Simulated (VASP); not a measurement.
# BiS (Pm-3m) in VASP: notebook

The runs below take BiS through single point, with PBEsol, BLYP+D3(BJ), BLYP+D4, PBE.

All numbers are computed with VASP 6.6.1; they aren't measurements. Logs are shortened: lines on timing, memory, paths and dates and some standing lists are left out, and cuts for length are marked.

## Step 1: The cell of the first run

The structure is cubic, space group Pm-3m (No. 221). Conventional cell: a = 4.003 Å, b = 4.003 Å, c = 4.003 Å, α = 90.00°, β = 90.00°, γ = 90.00°. Within 4.6 Å of Bi (site symmetry m-3m) lie 8 S at 3.47 Å and 6 Bi at 4.00 Å. Within 4.6 Å of S (site symmetry m-3m) lie 8 Bi at 3.47 Å and 6 S at 4.00 Å.

## Step 2: Single point, PBEsol, non-collinear spin, zero start, spin-orbit coupling

File INCAR:

```
SYSTEM = BiS
PREC = Accurate
ENCUT = 520
EDIFF = 1E-6
ISMEAR = -1
SIGMA = 0.05
LREAL = .FALSE.
LASPH = .TRUE.
NELM = 150
ALGO = Normal
ISIF = 2
LWAVE = .FALSE.
LCHARG = .FALSE.
MAGMOM = 0 0 0 0 0 0
LORBIT = 11
LSORBIT = .TRUE.
GGA_COMPAT = .FALSE.
LORBMOM = .TRUE.
GGA = PS
NBANDS = 33
```

File KPOINTS:

```
Automatic mesh
0
G
  5 5 5
  0 0 0
```

File POSCAR:

```
BiS
1.0
    4.0029443400      0.0000000000      0.0000000000
    0.0000000000      4.0029443400      0.0000000000
    0.0000000000      0.0000000000      4.0029443400
Bi S
1 1
Direct
    0.5000000000      0.5000000000      0.5000000000
    0.0000000000      0.0000000000      0.0000000000
```

Potentials or basis: VASP PAW PBE potentials, release 64 (Bi_d, S).

Command:

```sh
$ cat potpaw_PBE.64/Bi_d/POTCAR potpaw_PBE.64/S/POTCAR > POTCAR
$ mpirun -np 1 vasp_ncl > vasp.out
```

OUTCAR:

```text
SYSTEM = BiS
   PREC = Accurate
   ENCUT = 520
   EDIFF = 1E-6
   ISMEAR = -1
   LREAL = .FALSE.
   LASPH = .TRUE.
   NELM = 150
   ISIF = 2
   LORBIT = 11
   LSORBIT = .TRUE.
   GGA = PS

 ion  position               nearest neighbor table
   1  0.500  0.500  0.500-
   2  0.000  0.000  0.000-

  LATTYP: Found a simple cubic cell.
 ALAT       =     4.0029443400

  Lattice vectors:

 A1 = (   4.0029443400,   0.0000000000,   0.0000000000)
 A2 = (   0.0000000000,   4.0029443400,   0.0000000000)
 A3 = (   0.0000000000,   0.0000000000,   4.0029443400)

Analysis of symmetry for initial positions (statically):
=====================================================================
 Subroutine PRICEL returns:
 Original cell was already a primitive cell.

 Routine SETGRP: Setting up the symmetry group for a
 simple cubic supercell.

 Subroutine GETGRP returns: Found 48 space group operations
 (whereof 48 operations were pure point group operations)
 out of a pool of 48 trial point group operations.

The static configuration has the point symmetry O_h .

Analysis of symmetry for dynamics (positions and initial velocities):
=====================================================================
 Subroutine PRICEL returns:
 Original cell was already a primitive cell.

 Routine SETGRP: Setting up the symmetry group for a
 simple cubic supercell.

 Subroutine GETGRP returns: Found 48 space group operations
 (whereof 48 operations were pure point group operations)
 out of a pool of 48 trial point group operations.

The dynamic configuration has the point symmetry O_h .

Analysis of structural, dynamic, and magnetic symmetry:
=====================================================================
 Subroutine PRICEL returns:
 Original cell was already a primitive cell.

 Routine SETGRP: Setting up the symmetry group for a
 simple cubic supercell.

 Subroutine GETGRP returns: Found 48 space group operations
 (whereof 48 operations were pure point group operations)
 out of a pool of 48 trial point group operations.

The overall configuration has the point symmetry O_h .

 Subroutine INISYM returns: Found 48 space group operations
 (whereof 48 operations are pure point group operations),
 and found     1 'primitive' translations

----------------------------------------------------------------------------------------

                                     Primitive cell

  volume of cell :      64.1414

  direct lattice vectors                    reciprocal lattice vectors
     4.002944340  0.000000000  0.000000000     0.249816114  0.000000000  0.000000000
     0.000000000  4.002944340  0.000000000     0.000000000  0.249816114  0.000000000
     0.000000000  0.000000000  4.002944340     0.000000000  0.000000000  0.249816114

  length of vectors
     4.002944340  4.002944340  4.002944340     0.249816114  0.249816114  0.249816114

  position of ions in fractional coordinates (direct lattice)
     0.500000000  0.500000000  0.500000000
     0.000000000  0.000000000  0.000000000

  ion indices of the primitive-cell ions
   primitive index   ion index
                 1           1
                 2           2

----------------------------------------------------------------------------------------

 KPOINTS: Automatic mesh

Automatic generation of k-mesh.
 Grid dimensions read from file:
 generate k-points for:    5    5    5

 Generating k-lattice:

  Cartesian coordinates                     Fractional coordinates (reciprocal lattice)
     0.049963223  0.000000000  0.000000000     0.200000000  0.000000000  0.000000000
     0.000000000  0.049963223  0.000000000     0.000000000  0.200000000  0.000000000
     0.000000000  0.000000000  0.049963223     0.000000000  0.000000000  0.200000000

  Length of vectors
     0.049963223  0.049963223  0.049963223

  Shift w.r.t. Gamma in fractional coordinates (k-lattice)
     0.000000000  0.000000000  0.000000000

 Subroutine IBZKPT returns following result:
 ===========================================

 Found     10 irreducible k-points:

 Following reciprocal coordinates:
            Coordinates               Weight
  0.000000  0.000000  0.000000      1.000000
  0.200000  0.000000  0.000000      6.000000
  0.400000  0.000000  0.000000      6.000000
  0.200000  0.200000  0.000000     12.000000
  0.400000  0.200000  0.000000     24.000000
  0.400000  0.400000  0.000000     12.000000
  0.200000  0.200000  0.200000      8.000000
  0.400000  0.200000  0.200000     24.000000
  0.400000  0.400000  0.200000     24.000000
  0.400000  0.400000  0.400000      8.000000
[... 23 lines left out ...]
   NFREE  =      0    steps in history (QN), initial steepest desc. (CG)
   ISIF   =      2    stress and relaxation
   ISYM   =      2    0-nonsym 1-usesym 2-fastsym
   POTIM  = 0.5000    time-step for ionic-motion
   TEBEG  =    0.0;   TEEND  =   0.0 temperature during run
   PSTRESS=    0.0 pullay stress
   NELECT =      21.0000    total number of electrons
[... 63 lines left out ...]
  -------------------------------------------------------------------------------------
  Total       -4.5643037     -4.5643037     -4.5643037      0.0000000      0.0000000      0.0000000
  in kB     -114.0109229   -114.0109229   -114.0109229      0.0000000      0.0000000      0.0000000
  external PRESSURE =    -114.0109229 kB  Pullay stress =       0.0000000 kB

 VOLUME and BASIS-vectors are now :
 -----------------------------------------------------------------------------
  energy-cutoff  :      520.00
  volume of cell :       64.14
      direct lattice vectors                 reciprocal lattice vectors
     4.002944340  0.000000000  0.000000000     0.249816114  0.000000000  0.000000000
     0.000000000  4.002944340  0.000000000     0.000000000  0.249816114  0.000000000
     0.000000000  0.000000000  4.002944340     0.000000000  0.000000000  0.249816114

 POSITION                                       TOTAL-FORCE (eV/Angst)
 -----------------------------------------------------------------------------------
      2.00147      2.00147      2.00147         0.000000      0.000000      0.000000
      0.00000      0.00000      0.00000         0.000000      0.000000      0.000000
 -----------------------------------------------------------------------------------
    total drift:                                0.000000      0.000000      0.000000

  FREE ENERGIE OF THE ION-ELECTRON SYSTEM (eV)
  ---------------------------------------------------
  free  energy   TOTEN  =        -8.5330425486 eV

  energy  without entropy=       -8.5001592258  energy(sigma->0) =       -8.51660089

 orbital moment (x)

 # of ion     p       d       tot
 ----------------------------------------
  1        -0.000   0.000  -0.000
  2         0.000   0.000   0.000
 ----------------------------------------
            0.000   0.000   0.000

 orbital moment (y)

 # of ion     p       d       tot
 ----------------------------------------
  1        -0.000   0.000  -0.000
  2         0.000   0.000   0.000
 ----------------------------------------
            0.000   0.000   0.000

 orbital moment (z)

 # of ion     p       d       tot
 ----------------------------------------
  1         0.000   0.000   0.000
  2         0.000   0.000   0.000
 ----------------------------------------
            0.000   0.000   0.000

 Spin-Orbit-Coupling matrix elements

 Ion:    1  E_soc:     -1.9386123
 l=   1
     0.0000000    -0.2580304    -0.2580304
    -0.2580304     0.0000000    -0.2580304
    -0.2580304    -0.2580304     0.0000000
 l=   2
     0.0000000    -0.0130037     0.0000000    -0.0130037    -0.0520680
    -0.0130037     0.0000000    -0.0390510    -0.0130037    -0.0130170
     0.0000000    -0.0390510     0.0000000    -0.0390510     0.0000000
    -0.0130037    -0.0130037    -0.0390510     0.0000000    -0.0130170
    -0.0520680    -0.0130170     0.0000000    -0.0130170     0.0000000
 l=   3
     0.0000000     0.0000000     0.0000000     0.0000000     0.0000000     0.0000000     0.0000000
     0.0000000     0.0000000     0.0000000     0.0000000     0.0000000     0.0000000     0.0000000
     0.0000000     0.0000000     0.0000000     0.0000000     0.0000000     0.0000000     0.0000000
     0.0000000     0.0000000     0.0000000     0.0000000     0.0000000     0.0000000     0.0000000
     0.0000000     0.0000000     0.0000000     0.0000000     0.0000000     0.0000000     0.0000000
     0.0000000     0.0000000     0.0000000     0.0000000     0.0000000     0.0000000     0.0000000
     0.0000000     0.0000000     0.0000000     0.0000000     0.0000000     0.0000000     0.0000000

 Ion:    2  E_soc:     -0.0010527
 l=   1
     0.0000000    -0.0001755    -0.0001755
    -0.0001755     0.0000000    -0.0001755
    -0.0001755    -0.0001755     0.0000000
 l=   2
     0.0000000     0.0000000     0.0000000     0.0000000     0.0000000
     0.0000000     0.0000000     0.0000000     0.0000000     0.0000000
     0.0000000     0.0000000     0.0000000     0.0000000     0.0000000
     0.0000000     0.0000000     0.0000000     0.0000000     0.0000000
     0.0000000     0.0000000     0.0000000     0.0000000     0.0000000
 l=   3
     0.0000000     0.0000000     0.0000000     0.0000000     0.0000000     0.0000000     0.0000000
     0.0000000     0.0000000     0.0000000     0.0000000     0.0000000     0.0000000     0.0000000
     0.0000000     0.0000000     0.0000000     0.0000000     0.0000000     0.0000000     0.0000000
     0.0000000     0.0000000     0.0000000     0.0000000     0.0000000     0.0000000     0.0000000
     0.0000000     0.0000000     0.0000000     0.0000000     0.0000000     0.0000000     0.0000000
     0.0000000     0.0000000     0.0000000     0.0000000     0.0000000     0.0000000     0.0000000
     0.0000000     0.0000000     0.0000000     0.0000000     0.0000000     0.0000000     0.0000000

 total charge

# of ion       s       p       d       tot
------------------------------------------
    1        1.579   0.987   9.913  12.479
    2        1.374   2.152   0.000   3.526
--------------------------------------------------
tot          2.953   3.139   9.913  16.005

 magnetization (x)

# of ion       s       p       d       tot
------------------------------------------
    1        0.000   0.000   0.000   0.000
    2        0.000  -0.000   0.000  -0.000
--------------------------------------------------
tot          0.000   0.000   0.000   0.000

 magnetization (y)

# of ion       s       p       d       tot
------------------------------------------
    1       -0.000  -0.000  -0.000  -0.000
    2        0.000   0.000   0.000   0.000
--------------------------------------------------
tot         -0.000  -0.000  -0.000  -0.000

 magnetization (z)

# of ion       s       p       d       tot
------------------------------------------
    1       -0.000   0.000   0.000  -0.000
    2        0.000   0.000   0.000   0.000
--------------------------------------------------
tot         -0.000   0.000   0.000  -0.000
```

Run time: 38 s. Hardware: 1 thread of Intel Xeon Platinum 8375C at 2.90GHz (Ice Lake), shared host; peak memory 0.28 GiB.

What came out:

- Free energy: -8.5330 eV
- Pressure: -11.4 GPa
- Net moment: 0.00 μB per cell
- Valence electrons inside the program's atomic spheres: Bi 12.48; S 3.53

Moments on the atoms (μB; x, y, z):
```
Bi  0.00 0.00 0.00
S   0.00 0.00 0.00
```

Caveat: the PAW data sets were made with another functional, which shifts forces and pressure a little.

## Step 3: Single point, BLYP+D3(BJ)

This run uses another cell than the first one, of 22.84 Å³/atom, 0.712 times its volume.

File INCAR:

```
  PREC = Accurate
  ENCUT = 520
  EDIFF = 1E-7
  ISMEAR = -1
  SIGMA = 0.05
  LREAL = F
  LASPH = T
  NELM = 60
  ALGO = Normal
  ISIF = 2
  LWAVE = F
  LCHARG = F
  GGA = B5
  ALDAX = 1.0
  AGGAX = 1.0
  AGGAC = 1.0
  ALDAC = 0.0
  IVDW = 12
  VDW_S6 = 1.0
  VDW_S8 = 2.6996
  VDW_A1 = 0.4298
  VDW_A2 = 4.2359
  NBANDS = 18
```

File KPOINTS:

```
Automatic mesh
0
Gamma
  7 7 7
```

File POSCAR:

```
BiS
1.0
    3.5748479460      0.0000000000      0.0000000000
    0.0000000000      3.5748479460      0.0000000000
    0.0000000000      0.0000000000      3.5748479460
Bi S
1 1
Direct
    0.5000000000      0.5000000000      0.5000000000
    0.0000000000      0.0000000000      0.0000000000
```

Potentials or basis: VASP PAW PBE potentials, release 64 (Bi_d, S).

Command:

```sh
$ cat potpaw_PBE.64/Bi_d/POTCAR potpaw_PBE.64/S/POTCAR > POTCAR
$ mpirun -np 1 vasp_std > vasp.out
```

Run time: 16 s. Hardware: 1 thread of Intel Xeon 6975P-C (Granite Rapids), shared host; peak memory 0.15 GiB.

Results (log left out):

```
Free energy                : -8.5797 eV
Pressure                   : 0.1 GPa
Dispersion energy per atom : -1.065 eV
```

Levels at points of the mesh, in eV from the Fermi level:
| k point | band 6 | band 7 | band 8 | band 9 | band 10 | band 11 | band 12 | band 13 | band 14 | band 15 |
| --- | --- | --- | --- | --- | --- | --- | --- | --- | --- | --- |
| (0.00, 0.00, 0.00) | -15.45 | -9.54 | -3.32 | -3.32 | -3.32 | 3.98 | 3.98 | 4.17 | 4.17 | 4.17 |

Caveat: the PAW data sets were made with another functional, which shifts forces and pressure a little; spin-orbit coupling is left out, which moves the levels of the heavy elements; pairwise dispersion overbinds metals, which lowers pressure and volume.

## Step 4: Single point, BLYP+D4

This run uses another cell than the first one, of 23.24 Å³/atom, 0.725 times its volume.

File INCAR:

```
  PREC = Accurate
  ENCUT = 520
  EDIFF = 1E-7
  ISMEAR = -1
  SIGMA = 0.05
  LREAL = False
  LASPH = True
  NELM = 60
  ALGO = Normal
  ISIF = 2
  LWAVE = False
  LCHARG = False
  GGA = B5
  ALDAX = 1.0
  AGGAX = 1.0
  AGGAC = 1.0
  ALDAC = 0.0
  IVDW = 13
  VDW_S6 = 1.0
  VDW_S8 = 2.34076671
  VDW_A1 = 0.44488865
  VDW_A2 = 4.0933009
  NBANDS = 18
```

KPOINTS is that of step 3.

File POSCAR:

```
BiS
1.0
    3.5953147833      0.0000000000      0.0000000000
    0.0000000000      3.5953147833      0.0000000000
    0.0000000000      0.0000000000      3.5953147833
Bi S
1 1
Direct
    0.5000000000      0.5000000000      0.5000000000
    0.0000000000      0.0000000000      0.0000000000
```

Command:

```sh
$ cat potpaw_PBE.64/Bi_d/POTCAR potpaw_PBE.64/S/POTCAR > POTCAR
$ mpirun -np 1 vasp_std > vasp.out
```

It took 13 s on 1 thread of Intel Xeon 6975P-C (Granite Rapids), shared host; peak memory 0.15 GiB.

It converged, with:

| Quantity | Value |
| --- | --- |
| Free energy | -8.3553 eV |
| Pressure | 0.1 GPa |
| Dispersion energy per atom | -0.936 eV |

Levels at points of the mesh, in eV from the Fermi level:
| k point | band 6 | band 7 | band 8 | band 9 | band 10 | band 11 | band 12 | band 13 | band 14 | band 15 |
| --- | --- | --- | --- | --- | --- | --- | --- | --- | --- | --- |
| (0.00, 0.00, 0.00) | -15.30 | -9.58 | -3.25 | -3.25 | -3.25 | 4.03 | 4.03 | 4.06 | 4.06 | 4.06 |

Caveat: the PAW data sets were made with another functional, which shifts forces and pressure a little; spin-orbit coupling is left out, which moves the levels of the heavy elements; pairwise dispersion overbinds metals, which lowers pressure and volume.

## Step 5: Single point, PBE

File INCAR:

```
PREC = Accurate ; ENCUT = 520
EDIFF = 1E-6 ; ISMEAR = 0
SIGMA = 0.028999999999999998 ; LREAL = False
LASPH = True ; NELM = 80
ALGO = Normal ; ISIF = 2
LWAVE = False ; LCHARG = True
GGA = PE ; LELF = True
LVHAR = True ; NBANDS = 18
```

File KPOINTS:

```
regular mesh
0
Gamma
  7 7 7
```

File POSCAR:

```
BiS
1.0
    4.0029443400      0.0000000000      0.0000000000
    0.0000000000      4.0029443400      0.0000000000
    0.0000000000      0.0000000000      4.0029443400
Bi S
1 1
Direct
    0.5000000000      0.5000000000      0.5000000000
    0.0000000000      0.0000000000      0.0000000000
```

Command:

```sh
$ cat potpaw_PBE.64/Bi_d/POTCAR potpaw_PBE.64/S/POTCAR > POTCAR
$ mpirun -np 1 vasp_std > vasp.out
```

Wall time 10 s (1 thread of Intel Xeon 6975P-C (Granite Rapids), shared host); peak memory 0.17 GiB.

The run converged. Its results:

```
Free energy : -7.1032 eV
Pressure    : -11.0 GPa
```

Levels at points of the mesh, in eV from the Fermi level:
```csv
k point,band 6,band 7,band 8,band 9,band 10,band 11,band 12,band 13,band 14,band 15
"(0.00, 0.00, 0.00)",-13.15,-10.11,-2.25,-2.25,-2.25,2.44,2.44,2.44,4.43,4.43
```

Caveat: spin-orbit coupling is left out, which moves the levels of the heavy elements.

## Step 6: Single point, PBE

File INCAR:

```
PREC = Accurate
ENCUT = 520
EDIFF = 1E-6
ISMEAR = 0
SIGMA = 0.03
LREAL = F
LASPH = T
NELM = 100
ALGO = Normal
ISIF = 2
LWAVE = F
LCHARG = T
GGA = PE
LELF = T
LVHAR = T
NBANDS = 18
```

File KPOINTS:

```
Automatic mesh
0
Gamma
  7 7 7
```

POSCAR is that of step 5.

Potentials or basis: VASP PAW PBE potentials, release 64 (Bi_d, S).

Command:

```sh
$ cat potpaw_PBE.64/Bi_d/POTCAR potpaw_PBE.64/S/POTCAR > POTCAR
$ mpirun -np 1 vasp_std > vasp.out
```

Wall time 12 s (1 thread of Intel Xeon 6975P-C (Granite Rapids), shared host); peak memory 0.17 GiB.

It converged, with:

| Quantity | Value |
| --- | --- |
| Free energy | -7.1033 eV |
| Pressure | -11.0 GPa |

Levels at points of the mesh, in eV from the Fermi level:
```tsv
k point	band 7	band 8	band 9	band 10	band 11	band 12	band 13	band 14
(0.00, 0.00, 0.00)	-10.11	-2.25	-2.25	-2.25	2.44	2.44	2.44	4.43
```

Caveat: spin-orbit coupling is left out, which moves the levels of the heavy elements.

## Step 7: The runs side by side

```tsv
level	spin	cell	k mesh	smearing	gap on the mesh (eV)	pressure (GPa)
PBEsol	non-collinear, zero start, SOC	a = 4.003 Å, 2 atoms	5 × 5 × 5	fermi-dirac 0.05 eV	-	-11.4
BLYP+D3(BJ)	off	a = 3.575 Å, 2 atoms	7 × 7 × 7	fermi-dirac 0.05 eV	none	0.1
BLYP+D4	off	a = 3.595 Å, 2 atoms	7 × 7 × 7	fermi-dirac 0.05 eV	none	0.1
PBE	off	a = 4.003 Å, 2 atoms	7 × 7 × 7	gaussian 0.029 eV	none	-11.0
PBE	off	a = 4.003 Å, 2 atoms	7 × 7 × 7	gaussian 0.03 eV	none	-11.0
```

Alike in all rows: task single point; potentials or basis VASP PAW PBE potentials, release 64 (Bi_d, S); cutoff (eV) 520.

The pressure there spans -11.4 GPa (PBEsol) to -11.0 GPa (PBE); a positive pressure means that this level wants a larger cell, a negative one a smaller.

Caveats: spin-orbit coupling is left out, which moves the levels of the heavy elements (some runs); the PAW data sets were made with another functional, which shifts forces and pressure a little (some runs); pairwise dispersion overbinds metals, which lowers pressure and volume (some runs).

Absolute energies hang on the potentials; compare differences alone.
